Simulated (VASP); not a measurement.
# Cu (I4/mmm) in VASP: a series of runs

The runs below take Cu through single point, with PBE.

All numbers are computed with VASP 6.6.1; they aren't measurements. Logs are shortened: lines on timing, memory, paths and dates and some standing lists are left out, and cuts for length are marked.

## (1) The cell of the first run

Symmetry: I4/mmm, No. 139, tetragonal system. The conventional cell has a = 3.223 Å, b = 3.223 Å, c = 2.680 Å, α = 90.00°, β = 90.00°, γ = 90.00°. Within 3.5 Å of Cu (site symmetry 4/mmm) lie 14 Cu at 2.64 to 3.22 Å.

## (2) Single point, PBE (13.92 Å³/atom)

The input, INCAR:

```
PREC = Accurate
ENCUT = 520
EDIFF = 1E-6
ISMEAR = 0
SIGMA = 0.15
LREAL = False
LASPH = True
NELM = 100
ALGO = Fast
ISIF = 2
LWAVE = False
LCHARG = True
GGA = PE
LELF = True
LVHAR = True
NBANDS = 12
```

The input, KPOINTS:

```
regular mesh
0
Gamma
  24 24 24
```

The input, POSCAR:

```
Cu
1.0
   -1.6114550499      1.6114550499      1.3399248740
    1.6114550499     -1.6114550499      1.3399248740
    1.6114550499      1.6114550499     -1.3399248740
Cu
1
Direct
    0.0000000000      0.0000000000      0.0000000000
```

Potentials or basis: VASP PAW PBE potentials, release 64 (Cu).

On the command line:

```
$ cat potpaw_PBE.64/Cu/POTCAR > POTCAR
$ mpirun -np 1 vasp_std > vasp.out
```

OUTCAR:

```text
PREC = Accurate
   ENCUT = 520
   EDIFF = 1E-6
   ISMEAR = 0
   LREAL = False
   LASPH = True
   NELM = 100
   ISIF = 2
   GGA = PE

 ion  position               nearest neighbor table
   1  0.000  0.000  0.000-

  LATTYP: Found a body centered tetragonal cell.
 ALAT       =     3.2229100998
 C/A-ratio  =     0.8315000000

  Lattice vectors:

 A1 = (  -1.6114550499,   1.6114550499,   1.3399248740)
 A2 = (   1.6114550499,  -1.6114550499,   1.3399248740)
 A3 = (   1.6114550499,   1.6114550499,  -1.3399248740)

Analysis of symmetry for initial positions (statically):
=====================================================================
 Subroutine PRICEL returns:
 Original cell was already a primitive cell.

 Routine SETGRP: Setting up the symmetry group for a
 body centered tetragonal supercell.

 Subroutine GETGRP returns: Found 16 space group operations
 (whereof 16 operations were pure point group operations)
 out of a pool of 16 trial point group operations.

The static configuration has the point symmetry D_4h.

Analysis of symmetry for dynamics (positions and initial velocities):
=====================================================================
 Subroutine PRICEL returns:
 Original cell was already a primitive cell.

 Routine SETGRP: Setting up the symmetry group for a
 body centered tetragonal supercell.

 Subroutine GETGRP returns: Found 16 space group operations
 (whereof 16 operations were pure point group operations)
 out of a pool of 16 trial point group operations.

The dynamic configuration has the point symmetry D_4h.

 Subroutine INISYM returns: Found 16 space group operations
 (whereof 16 operations are pure point group operations),
 and found     1 'primitive' translations

----------------------------------------------------------------------------------------

                                     Primitive cell

  volume of cell :      13.9180

  direct lattice vectors                    reciprocal lattice vectors
    -1.611455050  1.611455050  1.339924874     0.000000000  0.310278590  0.373155249
     1.611455050 -1.611455050  1.339924874     0.310278590  0.000000000  0.373155249
     1.611455050  1.611455050 -1.339924874     0.310278590  0.310278590  0.000000000

  length of vectors
     2.643666663  2.643666663  2.643666663     0.485301600  0.485301600  0.438800189

  position of ions in fractional coordinates (direct lattice)
     0.000000000  0.000000000  0.000000000

  ion indices of the primitive-cell ions
   primitive index   ion index
                 1           1

----------------------------------------------------------------------------------------

 KPOINTS: regular mesh

Automatic generation of k-mesh.
 Grid dimensions read from file:
 generate k-points for:   24   24   24

 Generating k-lattice:

  Cartesian coordinates                     Fractional coordinates (reciprocal lattice)
     0.000000000  0.012928275  0.015548135     0.041666667  0.000000000  0.000000000
     0.012928275  0.000000000  0.015548135     0.000000000  0.041666667  0.000000000
     0.012928275  0.012928275  0.000000000     0.000000000  0.000000000  0.041666667

  Length of vectors
     0.020220900  0.020220900  0.018283341

  Shift w.r.t. Gamma in fractional coordinates (k-lattice)
     0.000000000  0.000000000  0.000000000

 Subroutine IBZKPT returns following result:
 ===========================================

 Found   1063 irreducible k-points:

 Following reciprocal coordinates:
            Coordinates               Weight
  0.000000  0.000000  0.000000      1.000000
  0.041667  0.000000  0.000000      8.000000
  0.083333 -0.000000  0.000000      8.000000
  0.125000 -0.000000  0.000000      8.000000
  0.166667 -0.000000  0.000000      8.000000
  0.208333  0.000000 -0.000000      8.000000
[... 16 lines left out ...]
  0.416667  0.041667  0.000000     16.000000
  0.458333  0.041667  0.000000     16.000000
 [... further k-points ...]
   k-points           NKPTS =   1063   k-points in BZ     NKDIM =   1063   number of bands    NBANDS=     12
   number of dos      NEDOS =    301   number of ions     NIONS =      1
   total plane-waves  NPLWV =   8000
   dimension x,y,z NGX =    20 NGY =   20 NGZ =   20
   dimension x,y,z NGXF=    40 NGYF=   40 NGZF=   40
   ions per type =               1
   NGX,Y,Z   is equivalent  to a cutoff of  12.58, 12.58, 12.58 a.u.
   NGXF,Y,Z  is equivalent  to a cutoff of  25.15, 25.15, 25.15 a.u.
 SYSTEM =  unknown system
   PREC   = accura    normal or accurate (medium, high low for compatibility)
   ISTART =      0    job   : 0-new  1-cont  2-samecut
   ICHARG =      2    charge: 1-file 2-atom 10-const
   ISPIN  =      1    spin polarized calculation?
   LNONCOLLINEAR =      F non collinear calculations
   LSORBIT =      F    spin-orbit coupling
   LASPH  =      T    aspherical Exc in radial PAW
   ENCUT  =  520.0 eV  38.22 Ry    6.18 a.u.   4.92  4.92  4.92*2*pi/ulx,y,z
   NELM   =    100;   NELMIN=  2; NELMDL= -5     # of ELM steps
   EDIFF  = 0.1E-05   stopping-criterion for ELM
   LREAL  =      F    real-space projection
   EDIFFG = 0.1E-04   stopping-criterion for IOM
   NSW    =      0    number of steps for IOM
   IBRION =     -1    ionic relax: 0-MD 1-quasi-New 2-CG
   NFREE  =      0    steps in history (QN), initial steepest desc. (CG)
   ISIF   =      2    stress and relaxation
   ISYM   =      2    0-nonsym 1-usesym 2-fastsym
   POTIM  = 0.5000    time-step for ionic-motion
   TEBEG  =    0.0;   TEEND  =   0.0 temperature during run
   PSTRESS=    0.0 pullay stress
   NELECT =      11.0000    total number of electrons
   NUPDOWN=      -1.0000    fix difference up-down
   EMIN   =  10.00;   EMAX   =-10.00  energy-range for DOS
   EFERMI =   0.00;   METHOD = LEGACY
   ISMEAR =     0;   SIGMA  =   0.15  broadening in eV -4-tet -1-fermi 0-gaus
   EFERMI_NEDOS =   21; number of points for ismear=-14 and -15
   IALGO  =     68    algorithm
   IMIX   =      4    mixing-type and parameters
     AMIX     =   0.40;   BMIX     =  1.00
     AMIX_MAG =   1.60;   BMIX_MAG =  1.00
  volume/ion in A,a.u.               =      13.92        93.92
  Fermi-wavevector in a.u.,A,eV,Ry     =   1.513608  2.860305 31.171077  2.291010
  Thomas-Fermi vector in A             =   2.623376
   LORBIT       =      0    0 simple, 1 ext, 2 COOP (PROOUT), +10 PAW based schemes
   GGA     = PE    functional components
   LHFCALC =     F    Hartree Fock is set to
   AEXX    =    0.0000 exact exchange contribution
   IVDW    =     0    specifies the selected vdW correction
   LEPSILON=     F    determine dielectric tensor
   LRPA    =     F    only Hartree local field effects (RPA)
 non-spin polarized calculation
 RMM-DIIS sequential band-by-band and
 Gauss-broadening in eV      SIGMA  =   0.15
  energy-cutoff  :      520.00
  volume of cell :       13.92
 maximum number of plane-waves:       388
   NGX =  9   NGY =  9   NGZ =  9

 number of electron      11.0000006 magnetization

 Free energy of the ion-electron system (eV)
  ---------------------------------------------------
  ext. energy  EPLUGINS =         0.00000000
  ---------------------------------------------------
  free energy    TOTEN  =        -3.60178328 eV

  energy without entropy =       -3.59797257  energy(sigma->0) =       -3.59987792

 E-fermi :   5.7275     XC(G=0): -11.7944

 val. band max:        5.7108207504   @ k =  -0.2500   0.4583   0.1250
 cond. band min:       5.7423711421   @ k =  -0.0833  -0.4167   0.0833
 fundamental gap:      0.0315503917
 Fermi energy:         5.7275479799

 k-point     1 :       0.0000    0.0000    0.0000
  band No.  band energies     occupation
      1      -2.4521      2.00000
      2       2.7505      2.00000
      3       3.3606      2.00000
      4       3.3606      2.00000
      5       3.4191      2.00000
      6       4.0797      2.00000
      7      26.0070      0.00000
      8      26.0070      0.00000
      9      29.1636      0.00000
     10      30.2591      0.00000
     11      32.0974      0.00000
     12      32.3299      0.00000

 k-point     2 :       0.0417    0.0000    0.0000
  band No.  band energies     occupation
      1      -2.3874      2.00000
      2       2.7600      2.00000
      3       3.3538      2.00000
      4       3.3580      2.00000
      5       3.4287      2.00000
      6       4.0708      2.00000
      7      25.7303      0.00000
      8      25.8123      0.00000
      9      29.5067      0.00000
     10      30.2928      0.00000
     11      30.8446      0.00000
     12      31.5379      0.00000

 k-point     3 :       0.0833   -0.0000    0.0000
  band No.  band energies     occupation
      1      -2.1943      2.00000
      2       2.7829      2.00000
      3       3.3273      2.00000
      4       3.3562      2.00000
      5       3.4641      2.00000
      6       4.0459      2.00000
      7      25.1208      0.00000
      8      25.3179      0.00000
      9      28.4736      0.00000
     10      29.9329      0.00000
     11      30.3860      0.00000
     12      30.8489      0.00000
[... 286 lines left out ...]
 k-point    23 :       0.4167    0.0417    0.0000
  band No.  band energies     occupation
      1       1.5962      2.00000
      2       2.3835      2.00000
      3       3.7694      2.00000
      4       4.1822      2.00000
      5       4.2967      2.00000
      6       5.4566      1.98937
      7      11.1145      0.00000
      8      20.0449      0.00000
      9      20.4947      0.00000
     10      24.5059      0.00000
     11      26.4654      0.00000
     12      33.6324      0.00000

 k-point    24 :       0.4583    0.0417    0.0000
  band No.  band energies     occupation
      1       1.6296      2.00000
      2       2.3623      2.00000
      3       3.7751      2.00000
      4       4.2281      2.00000
      5       4.3405      2.00000
      6       6.1101      0.00031
      7      10.1707      0.00000
      8      19.7468      0.00000
      9      20.4132      0.00000
     10      24.4583      0.00000
     11      26.4897      0.00000
     12      34.1022      0.00000

 [... further k-points ...]

------------------------ aborting loop because EDIFF is reached ----------------------------------------

  FORCE on cell =-STRESS in cart. coord.  units (eV):
  Direction    XX          YY          ZZ          XY          YZ          ZX
  --------------------------------------------------------------------------------------
  -------------------------------------------------------------------------------------
  Total       -1.1819681     -1.1819681     -0.9751694      0.0000000     -0.0000000      0.0000000
  in kB     -136.0628314   -136.0628314   -112.2571046      0.0000000     -0.0000000      0.0000000
  external PRESSURE =    -128.1275892 kB  Pullay stress =       0.0000000 kB

 VOLUME and BASIS-vectors are now :
 -----------------------------------------------------------------------------
  energy-cutoff  :      520.00
  volume of cell :       13.92
      direct lattice vectors                 reciprocal lattice vectors
    -1.611455050  1.611455050  1.339924874     0.000000000  0.310278590  0.373155249
     1.611455050 -1.611455050  1.339924874     0.310278590  0.000000000  0.373155249
     1.611455050  1.611455050 -1.339924874     0.310278590  0.310278590  0.000000000

 POSITION                                       TOTAL-FORCE (eV/Angst)
 -----------------------------------------------------------------------------------
      0.00000      0.00000      0.00000         0.000000     -0.000000     -0.000000
 -----------------------------------------------------------------------------------
    total drift:                                0.000000     -0.000000      0.000000

  FREE ENERGIE OF THE ION-ELECTRON SYSTEM (eV)
  ---------------------------------------------------
  free  energy   TOTEN  =        -3.6017832788 eV

  energy  without entropy=       -3.5979725663  energy(sigma->0) =       -3.59987792
```

It took 4.4 min on 1 thread of Intel Xeon Platinum 8259CL at 2.50GHz (Skylake/Cascade Lake), shared host; peak memory 0.27 GiB.

What came out:

| Item | Value |
| --- | --- |
| Free energy | -3.6018 eV |
| Pressure | -12.8 GPa |
| Band gap on the k mesh | zero (an odd number of electrons rules out a gap without spin polarisation) |

Stress tensor (GPa, compression positive):
```
-13.61   0.00   0.00
  0.00 -13.61   0.00
  0.00   0.00 -11.23
```

Levels at points of the mesh, in eV from the Fermi level:
```csv
k point,band 2,band 3,band 4,band 5,band 6,band 7,band 8,band 9,band 10,band 11
"(0.00, 0.00, 0.00)",-2.98,-2.37,-2.37,-2.31,-1.65,20.28,20.28,23.44,24.53,26.37
"(0.50, 0.00, 0.00)",-3.37,-1.94,-1.46,-1.34,0.33,4.32,14.40,14.85,18.35,20.43
"(0.50, 0.50, 0.00)",-2.67,-2.36,-1.92,-1.35,-0.92,2.43,19.33,19.68,22.70,24.50
"(0.50, 0.50, 0.50)",-3.82,-1.45,-1.45,-1.33,5.59,5.59,10.40,10.90,12.18,17.26
```

Caveat: the cell stands under tension.

## (3) Single point, PBE (13.92 Å³/atom)

The input, INCAR:

```
SYSTEM = Cu
ALGO = Fast ; EDIFF = 1E-6
ENCUT = 520 ; GGA = PE
ISIF = 2 ; ISMEAR = 0
LASPH = .True. ; LCHARG = .False.
LREAL = .False. ; LWAVE = .False.
NBANDS = 12 ; NELM = 80
PREC = Accurate ; SIGMA = 0.15
```

The input, KPOINTS:

```
k-points
0
Gamma
  24 24 24
  0 0 0
```

The input, POSCAR:

```
Cu
1.0
   -1.5900100316      1.5900100316      1.3763126834
    1.5900100316     -1.5900100316      1.3763126834
    1.5900100316      1.5900100316     -1.3763126834
Cu
1
Direct
    0.0000000000      0.0000000000      0.0000000000
```

Potentials or basis: VASP PAW PBE potentials, release 64 (Cu).

On the command line:

```
$ cat potpaw_PBE.64/Cu/POTCAR > POTCAR
$ mpirun -np 1 vasp_std > vasp.out
```

Run time: 3.8 min. Hardware: 1 thread of Intel Xeon Platinum 8259CL at 2.50GHz (Skylake/Cascade Lake), shared host; peak memory 0.27 GiB.

It converged, with:

```
Free energy            : -3.6048 eV
Pressure               : -12.5 GPa
Band gap on the k mesh : zero (an odd number of electrons rules out a gap without spin polarisation)
```

Stress tensor (GPa, compression positive):
```
-12.62   0.00   0.00
  0.00 -12.62   0.00
  0.00   0.00 -12.17
```

Levels at points of the mesh, in eV from the Fermi level:
| k point | band 3 | band 4 | band 5 | band 6 | band 7 | band 8 | band 9 | band 10 |
| --- | --- | --- | --- | --- | --- | --- | --- | --- |
| (0.00, 0.00, 0.00) | -2.45 | -2.45 | -2.18 | -1.68 | 21.04 | 21.04 | 24.15 | 24.99 |
| (0.50, 0.00, 0.00) | -1.93 | -1.54 | -1.32 | 0.19 | 4.10 | 14.60 | 15.08 | 18.54 |
| (0.50, 0.50, 0.00) | -2.25 | -1.89 | -1.35 | -0.78 | 2.64 | 18.40 | 18.81 | 21.88 |
| (0.50, 0.50, 0.50) | -1.46 | -1.46 | -1.35 | 5.98 | 5.98 | 10.91 | 11.05 | 11.21 |

Caveat: the cell stands under tension.

## (4) Single point, PBE (10.08 Å³/atom)

This run uses another cell than the first one, of 10.08 Å³/atom.

The input, INCAR:

```
SYSTEM = Cu
PREC = Accurate
ENCUT = 520
EDIFF = 1E-6
ISMEAR = 0
SIGMA = 0.15
LREAL = .FALSE.
LASPH = .TRUE.
NELM = 100
ALGO = Normal
ISIF = 2
LWAVE = .FALSE.
LCHARG = .FALSE.
GGA = PE
NBANDS = 12
```

The input, KPOINTS:

```
Automatic mesh
0
G
  24 24 24
  0 0 0
```

The input, POSCAR:

```
Cu
1.0
   -1.4088393978      1.4088393978      1.2695051814
    1.4088393978     -1.4088393978      1.2695051814
    1.4088393978      1.4088393978     -1.2695051814
Cu
1
Direct
    0.0000000000      0.0000000000      0.0000000000
```

On the command line:

```
$ cat potpaw_PBE.64/Cu/POTCAR > POTCAR
$ mpirun -np 1 vasp_std > vasp.out
```

Run time: 2.7 min. Hardware: 1 thread of Intel Xeon Platinum 8259CL at 2.50GHz (Skylake/Cascade Lake), shared host; peak memory 0.23 GiB.

Results (log left out):

```yaml
Free_energy: -3.4912 eV
Pressure: 38.5 GPa
Band_gap_on_the_k_mesh: zero (an odd number of electrons rules out a gap without spin polarisation)
```

Stress tensor (GPa, compression positive):
```
37.48  0.00  0.00
 0.00 37.48  0.00
 0.00  0.00 40.65
```

Levels at points of the mesh, in eV from the Fermi level:
| k point | band 4 | band 5 | band 6 | band 7 | band 8 | band 9 |
| --- | --- | --- | --- | --- | --- | --- |
| (0.00, 0.00, 0.00) | -3.49 | -2.79 | -2.21 | 25.29 | 25.29 | 28.53 |
| (0.50, 0.00, 0.00) | -2.01 | -1.51 | -0.70 | 5.72 | 17.94 | 18.57 |
| (0.50, 0.50, 0.00) | -2.43 | -1.63 | -1.56 | 4.45 | 20.77 | 22.12 |
| (0.50, 0.50, 0.50) | -1.75 | -1.62 | 7.50 | 7.50 | 12.02 | 13.71 |

Caveat: the cell stands under pressure.

## (5) Single point, PBE (10.08 Å³/atom)

This run uses another cell than the first one, of 10.08 Å³/atom.

Changes to INCAR since step 4:

```diff
@@ -8,3 +8,3 @@
 LASPH = .TRUE.
-NELM = 100
+NELM = 60
 ALGO = Normal
```

The input, KPOINTS:

```
regular mesh
0
G
  24 24 24
  0 0 0
```

The input, POSCAR:

```
Cu
1.0
   -1.4470995221      1.4470995221      1.2032632526
    1.4470995221     -1.4470995221      1.2032632526
    1.4470995221      1.4470995221     -1.2032632526
Cu
1
Direct
    0.0000000000      0.0000000000      0.0000000000
```

On the command line:

```
$ cat potpaw_PBE.64/Cu/POTCAR > POTCAR
$ mpirun -np 1 vasp_std > vasp.out
```

Run time: 2.8 min. Hardware: 1 thread of Intel Xeon Platinum 8259CL at 2.50GHz (Skylake/Cascade Lake), shared host; peak memory 0.22 GiB.

It converged, with:

| Quantity | Value |
| --- | --- |
| Free energy | -3.4638 eV |
| Pressure | 40.2 GPa |
| Band gap on the k mesh | zero (an odd number of electrons rules out a gap without spin polarisation) |

Stress tensor (GPa, compression positive):
```
35.18  0.00  0.00
 0.00 35.18  0.00
 0.00  0.00 50.12
```

Levels at points of the mesh, in eV from the Fermi level:
```tsv
k point	band 4	band 5	band 6	band 7	band 8	band 9
(0.00, 0.00, 0.00)	-3.26	-3.18	-2.10	23.90	23.90	28.53
(0.50, 0.00, 0.00)	-1.78	-1.58	-0.34	6.20	17.44	17.93
(0.50, 0.50, 0.00)	-2.55	-2.04	-1.60	3.88	22.52	24.37
(0.50, 0.50, 0.50)	-1.77	-1.57	6.48	6.48	12.90	14.23
```

Caveat: the cell stands under pressure.

## (6) Summary

| cell | gap on the mesh (eV) | pressure (GPa) |
| --- | --- | --- |
| a = 2.644 Å, angles 104.9, 104.9, 119.1°, 1 atom | none | -12.8 |
| a = 2.636 Å, angles 105.8, 105.8, 117.1°, 1 atom | none | -12.5 |
| a = 2.362 Å, angles 106.8, 106.8, 115.0°, 1 atom | none | 38.5 |
| a = 2.374 Å, angles 104.9, 104.9, 119.1°, 1 atom | none | 40.2 |

Alike in all rows: task single point; level PBE; potentials or basis VASP PAW PBE potentials, release 64 (Cu); no spin polarisation; k mesh 24 × 24 × 24; cutoff (eV) 520; smearing gaussian 0.15 eV.

Caveats: the cell stands under tension (at least some runs); the cell stands under pressure (at least some runs).

Absolute energies hang on the potentials; compare differences alone.
